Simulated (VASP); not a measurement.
# Rh3N4 (Im-3m) in VASP: density of states with PBE

Aim: the density of states of Rh3N4 with PBE.

All numbers are computed with VASP 6.6.1; they aren't measurements. Logs are shortened: lines on timing, memory, paths and dates and some standing lists are left out, and cuts for length are marked.

**1. The cell of the first run**

The structure is cubic, space group Im-3m (No. 229). Conventional cell: a = 6.071 Å, b = 6.071 Å, c = 6.071 Å, α = 90.00°, β = 90.00°, γ = 90.00°. Within 3.5 Å of N (site symmetry -3m) lie 6 Rh at 2.63 Å and 6 N at 3.04 Å. Within 3.5 Å of Rh (site symmetry 4/mmm) lie 8 N at 2.63 Å and 4 Rh at 3.04 Å.

**2. Density of states, PBE**

The input, POSCAR:

```
Rh3N4
1.0
   -3.0356097600      3.0356097600      3.0356097600
    3.0356097600     -3.0356097600      3.0356097600
    3.0356097600      3.0356097600     -3.0356097600
N Rh
4 3
Direct
    0.5000000000      0.5000000000      0.5000000000
    0.0000000000      0.0000000000      0.5000000000
    0.5000000000      0.0000000000      0.0000000000
    0.0000000000      0.5000000000      0.0000000000
    0.0000000000      0.5000000000      0.5000000000
    0.5000000000      0.0000000000      0.5000000000
    0.5000000000      0.5000000000      0.0000000000
```

The input, INCAR.step1:

```
ALGO = Normal ; EDIFF = 1E-7
ENCUT = 520 ; GGA = PE
ISIF = 2 ; ISMEAR = -1
LASPH = True ; LCHARG = True
LMAXMIX = 4 ; LREAL = False
LWAVE = False ; NBANDS = 42
NELM = 100 ; PREC = Accurate
SIGMA = 0.1
```

The input, KPOINTS.step1:

```
k-points
0
Gamma
  8 8 8
```

The input, INCAR.step2:

```
ALGO = Normal ; EDIFF = 1E-7
ENCUT = 520 ; GGA = PE
ICHARG = 11 ; ISIF = 2
ISMEAR = -5 ; LASPH = True
LCHARG = False ; LMAXMIX = 4
LORBIT = 10 ; LREAL = False
LWAVE = False ; NEDOS = 1001
NELM = 100 ; PREC = Accurate
SIGMA = 0.1
```

The input, KPOINTS.step2:

```
k-points
0
Gamma
  12 12 12
```

Potentials or basis: VASP PAW PBE potentials, release 64 (N, Rh_pv).

Launch:

```sh
$ cat potpaw_PBE.64/N/POTCAR potpaw_PBE.64/Rh_pv/POTCAR > POTCAR
$ cp INCAR.step1 INCAR
$ cp KPOINTS.step1 KPOINTS
$ mpirun -np 1 vasp_std > vasp.out
$ cp INCAR.step2 INCAR
$ cp KPOINTS.step2 KPOINTS
$ mpirun -np 1 vasp_std > vasp.out
```

OUTCAR:

```text
EDIFF = 1E-7
   ENCUT = 520
   GGA = PE
   ICHARG = 11
   ISIF = 2
   ISMEAR = -5
   LASPH = True
   LORBIT = 10
   LREAL = False
   NELM = 100
   PREC = Accurate

 ion  position               nearest neighbor table
   1  0.500  0.500  0.500-
   2  0.000  0.000  0.500-
   3  0.500  0.000  0.000-
   4  0.000  0.500  0.000-
   5  0.000  0.500  0.500-   6 3.04   7 3.04   7 3.04   6 3.04
   6  0.500  0.000  0.500-   5 3.04   7 3.04   7 3.04   5 3.04
   7  0.500  0.500  0.000-   5 3.04   6 3.04   6 3.04   5 3.04

  LATTYP: Found a body centered cubic cell.
 ALAT       =     6.0712195200

  Lattice vectors:

 A1 = (  -3.0356097600,   3.0356097600,   3.0356097600)
 A2 = (   3.0356097600,  -3.0356097600,   3.0356097600)
 A3 = (   3.0356097600,   3.0356097600,  -3.0356097600)

Analysis of symmetry for initial positions (statically):
=====================================================================
 Subroutine PRICEL returns:
 Original cell was already a primitive cell.

 Routine SETGRP: Setting up the symmetry group for a
 body centered cubic supercell.

 Subroutine GETGRP returns: Found 48 space group operations
 (whereof 48 operations were pure point group operations)
 out of a pool of 48 trial point group operations.

The static configuration has the point symmetry O_h .

Analysis of symmetry for dynamics (positions and initial velocities):
=====================================================================
 Subroutine PRICEL returns:
 Original cell was already a primitive cell.

 Routine SETGRP: Setting up the symmetry group for a
 body centered cubic supercell.

 Subroutine GETGRP returns: Found 48 space group operations
 (whereof 48 operations were pure point group operations)
 out of a pool of 48 trial point group operations.

The dynamic configuration has the point symmetry O_h .

 Subroutine INISYM returns: Found 48 space group operations
 (whereof 48 operations are pure point group operations),
 and found     1 'primitive' translations

----------------------------------------------------------------------------------------

                                     Primitive cell

  volume of cell :     111.8917

  direct lattice vectors                    reciprocal lattice vectors
    -3.035609760  3.035609760  3.035609760     0.000000000  0.164711554  0.164711554
     3.035609760 -3.035609760  3.035609760     0.164711554  0.000000000  0.164711554
     3.035609760  3.035609760 -3.035609760     0.164711554  0.164711554  0.000000000

  length of vectors
     5.257830336  5.257830336  5.257830336     0.232937313  0.232937313  0.232937313

  position of ions in fractional coordinates (direct lattice)
     0.500000000  0.500000000  0.500000000
     0.000000000  0.000000000  0.500000000
     0.500000000  0.000000000  0.000000000
     0.000000000  0.500000000  0.000000000
     0.000000000  0.500000000  0.500000000
     0.500000000  0.000000000  0.500000000
     0.500000000  0.500000000  0.000000000

  ion indices of the primitive-cell ions
   primitive index   ion index
                 1           1
                 2           2
                 3           3
                 4           4
                 5           5
                 6           6
                 7           7

----------------------------------------------------------------------------------------

 KPOINTS: k-points

Automatic generation of k-mesh.
 Grid dimensions read from file:
 generate k-points for:   12   12   12

 Generating k-lattice:

  Cartesian coordinates                     Fractional coordinates (reciprocal lattice)
     0.000000000  0.013725963  0.013725963     0.083333333  0.000000000  0.000000000
     0.013725963  0.000000000  0.013725963     0.000000000  0.083333333  0.000000000
     0.013725963  0.013725963  0.000000000     0.000000000  0.000000000  0.083333333

  Length of vectors
     0.019411443  0.019411443  0.019411443

  Shift w.r.t. Gamma in fractional coordinates (k-lattice)
     0.000000000  0.000000000  0.000000000

 TETIRR: Found   1910 inequivalent tetrahedra from    10368

 Subroutine IBZKPT returns following result:
 ===========================================

 Found     72 irreducible k-points:

 Following reciprocal coordinates:
            Coordinates               Weight
  0.000000  0.000000  0.000000      1.000000
  0.083333  0.000000  0.000000     12.000000
  0.166667  0.000000  0.000000     12.000000
  0.250000  0.000000  0.000000     12.000000
  0.333333  0.000000  0.000000     12.000000
  0.416667  0.000000  0.000000     12.000000
[... 16 lines left out ...]
  0.333333  0.083333  0.083333     24.000000
  0.416667  0.083333  0.083333     12.000000
 [... further k-points ...]
   k-points           NKPTS =     72   k-points in BZ     NKDIM =     72   number of bands    NBANDS=     39
   number of dos      NEDOS =   1001   number of ions     NIONS =      7
   total plane-waves  NPLWV =  64000
   dimension x,y,z NGX =    40 NGY =   40 NGZ =   40
   dimension x,y,z NGXF=    80 NGYF=   80 NGZF=   80
   ions per type =               4   3
   NGX,Y,Z   is equivalent  to a cutoff of  12.65, 12.65, 12.65 a.u.
   NGXF,Y,Z  is equivalent  to a cutoff of  25.29, 25.29, 25.29 a.u.
 SYSTEM =  unknown system
   PREC   = accura    normal or accurate (medium, high low for compatibility)
   ISTART =      0    job   : 0-new  1-cont  2-samecut
   ICHARG =     11    charge: 1-file 2-atom 10-const
   ISPIN  =      1    spin polarized calculation?
   LNONCOLLINEAR =      F non collinear calculations
   LSORBIT =      F    spin-orbit coupling
   LASPH  =      T    aspherical Exc in radial PAW
   ENCUT  =  520.0 eV  38.22 Ry    6.18 a.u.   9.78  9.78  9.78*2*pi/ulx,y,z
   NELM   =    100;   NELMIN=  2; NELMDL=  0     # of ELM steps
   EDIFF  = 0.1E-06   stopping-criterion for ELM
   LREAL  =      F    real-space projection
   EDIFFG = 0.1E-05   stopping-criterion for IOM
   NSW    =      0    number of steps for IOM
   IBRION =     -1    ionic relax: 0-MD 1-quasi-New 2-CG
   NFREE  =      0    steps in history (QN), initial steepest desc. (CG)
   ISIF   =      2    stress and relaxation
   ISYM   =      2    0-nonsym 1-usesym 2-fastsym
   POTIM  = 0.5000    time-step for ionic-motion
   TEBEG  =    0.0;   TEEND  =   0.0 temperature during run
   PSTRESS=    0.0 pullay stress
   NELECT =      65.0000    total number of electrons
   NUPDOWN=      -1.0000    fix difference up-down
   EMIN   =  10.00;   EMAX   =-10.00  energy-range for DOS
   EFERMI =   0.00;   METHOD = LEGACY
   ISMEAR =    -5;   SIGMA  =   0.10  broadening in eV -4-tet -1-fermi 0-gaus
   EFERMI_NEDOS =   21; number of points for ismear=-14 and -15
   IALGO  =     38    algorithm
   IMIX   =      4    mixing-type and parameters
     AMIX     =   0.40;   BMIX     =  1.00
     AMIX_MAG =   1.60;   BMIX_MAG =  1.00
  volume/ion in A,a.u.               =      15.98       107.87
  Fermi-wavevector in a.u.,A,eV,Ry     =   1.365987  2.581342 25.387403  1.865921
  Thomas-Fermi vector in A             =   2.492168
   LORBIT       =     10    0 simple, 1 ext, 2 COOP (PROOUT), +10 PAW based schemes
   GGA     = PE    functional components
   LHFCALC =     F    Hartree Fock is set to
   AEXX    =    0.0000 exact exchange contribution
   IVDW    =     0    specifies the selected vdW correction
   LEPSILON=     F    determine dielectric tensor
   LRPA    =     F    only Hartree local field effects (RPA)
 non-spin polarized calculation
 Fermi weights with tetrahedron method with Bloechl corrections
  energy-cutoff  :      520.00
  volume of cell :      111.89
 maximum number of plane-waves:      3043

 number of electron      64.9999987 magnetization

 Free energy of the ion-electron system (eV)
  ---------------------------------------------------
  ext. energy  EPLUGINS =         0.00000000
  ---------------------------------------------------
  free energy    TOTEN  =       -37.47666279 eV

  energy without entropy =      -37.47666279  energy(sigma->0) =      -37.47666279

 E-fermi :   3.2528     XC(G=0): -10.6256

 val. band max:        3.2934729678   @ k =  -0.4167  -0.4167   0.2500
 cond. band min:       3.2110783363   @ k =   0.1667   0.0000   0.0000
 fundamental gap:     -0.0823946315
 Fermi energy:         3.2527660747

 k-point     1 :       0.0000    0.0000    0.0000
  band No.  band energies     occupation
      1     -42.8801      2.00000
      2     -42.8801      2.00000
      3     -42.8801      2.00000
      4     -42.7821      2.00000
      5     -42.7821      2.00000
      6     -42.7821      2.00000
[... 31 lines left out ...]
     38       3.4578      0.00000
     39       3.5348      0.00000

 k-point     2 :       0.0833    0.0000    0.0000
  band No.  band energies     occupation
      1     -42.8801      2.00000
      2     -42.8784      2.00000
      3     -42.8783      2.00000
      4     -42.7836      2.00000
      5     -42.7835      2.00000
      6     -42.7819      2.00000
[... 913 lines left out ...]
     38       4.4531      0.00000
     39       4.7118      0.00000

 k-point    24 :       0.4167    0.0833    0.0833
  band No.  band energies     occupation
      1     -42.8736      2.00000
      2     -42.8310      2.00000
      3     -42.8302      2.00000
      4     -42.8301      2.00000
      5     -42.8298      2.00000
      6     -42.7865      2.00000
[... 31 lines left out ...]
     38       4.5061      0.00000
     39       4.7678      0.00000

 [... further k-points ...]

------------------------ aborting loop because EDIFF is reached ----------------------------------------

  FORCE on cell =-STRESS in cart. coord.  units (eV):
  Direction    XX          YY          ZZ          XY          YZ          ZX
  --------------------------------------------------------------------------------------
  -------------------------------------------------------------------------------------
  Total      -25.2719244    -25.2719244    -25.2719244      0.0000000      0.0000000     -0.0000000
  in kB     -361.8687532   -361.8687532   -361.8687532      0.0000000      0.0000000     -0.0000000
  external PRESSURE =    -361.8687532 kB  Pullay stress =       0.0000000 kB

 VOLUME and BASIS-vectors are now :
 -----------------------------------------------------------------------------
  energy-cutoff  :      520.00
  volume of cell :      111.89
      direct lattice vectors                 reciprocal lattice vectors
    -3.035609760  3.035609760  3.035609760     0.000000000  0.164711554  0.164711554
     3.035609760 -3.035609760  3.035609760     0.164711554  0.000000000  0.164711554
     3.035609760  3.035609760 -3.035609760     0.164711554  0.164711554  0.000000000

 POSITION                                       TOTAL-FORCE (eV/Angst)
 -----------------------------------------------------------------------------------
      1.51780      1.51780      1.51780        -0.000000      0.000000      0.000000
      1.51780      1.51780     -1.51780        -0.000000      0.000000      0.000000
     -1.51780      1.51780      1.51780        -0.000000      0.000000      0.000000
      1.51780     -1.51780      1.51780        -0.000000      0.000000      0.000000
      3.03561      0.00000      0.00000         0.000000     -0.000000     -0.000000
      0.00000      3.03561      0.00000        -0.000000      0.000000      0.000000
      0.00000      0.00000      3.03561        -0.000000     -0.000000     -0.000000
 -----------------------------------------------------------------------------------
    total drift:                               -0.000000     -0.000000      0.000000

  FREE ENERGIE OF THE ION-ELECTRON SYSTEM (eV)
  ---------------------------------------------------
  free  energy   TOTEN  =       -37.4766627932 eV

  energy  without entropy=      -37.4766627932  energy(sigma->0) =      -37.47666279

 total charge

# of ion       s       p       d       tot
------------------------------------------
    1        1.353   1.935   0.000   3.289
    2        1.353   1.935   0.000   3.289
    3        1.353   1.935   0.000   3.289
    4        1.353   1.935   0.000   3.289
    5        0.212   6.103   6.912  13.227
    6        0.212   6.103   6.912  13.227
    7        0.212   6.103   6.912  13.227
--------------------------------------------------
tot          6.048  26.050  20.736  52.834
```

Wall time 4.1 min (1 thread of AMD EPYC 9R45 (Zen 5), shared host); peak memory 0.35 GiB.

What came out:

* Valence electrons inside the program's atomic spheres: N 3.29; Rh 13.23

Caveat: tetrahedron occupations give inexact forces and stress in metals.
